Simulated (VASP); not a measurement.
Here is a VASP 6.6.1 calculation.

Contents of POSCAR:

```
Au
1.0
    2.7988520055      0.0000000000      0.0000000000
    0.0000000000      2.7988520055      0.0000000000
    0.0000000000      0.0000000000      2.7988520055
Au
1
Direct
    0.5000000000      0.5000000000      0.5000000000
```

Contents of INCAR.step1:

```
SYSTEM = Au
PREC = Accurate ; ENCUT = 520
EDIFF = 1E-5 ; ISMEAR = -1
SIGMA = 0.05 ; LREAL = .False.
LASPH = .True. ; NELM = 100
ALGO = Normal ; ISIF = 2
LWAVE = .True. ; NBANDS = 12
GGA = PE
```

File INCAR.step2:

```
SYSTEM = Au
PREC = Accurate ; ENCUT = 520
EDIFF = 1E-6 ; ISMEAR = -1
SIGMA = 0.05 ; LREAL = .False.
LASPH = .True. ; NELM = 100
ALGO = Normal ; ISIF = 2
LWAVE = .False. ; LCHARG = .True.
GGA = B3 ; LHFCALC = .True.
AEXX = 0.2 ; AGGAX = 0.72
AGGAC = 0.81 ; ALDAC = 0.19
PRECFOCK = Normal ; LELF = .True.
LVHAR = .True. ; NBANDS = 12
ISTART = 1
```

The input KPOINTS:

```
Automatic mesh
0
Gamma
  5 5 5
  0 0 0
```

Potentials or basis: VASP PAW PBE potentials, release 64 (Au).

Run with:

```console
$ cat potpaw_PBE.64/Au/POTCAR > POTCAR
$ cp INCAR.step1 INCAR
$ mpirun -np 1 vasp_std > vasp.out
$ cp INCAR.step2 INCAR
$ mpirun -np 1 vasp_std > vasp.out
```

Problem. What does it give for the pressure?

Solution. 0.3 GPa.

Caveat: the k points lie up to 0.45 Å⁻¹ apart; the PAW data sets were made with another functional, which shifts forces and pressure a little.
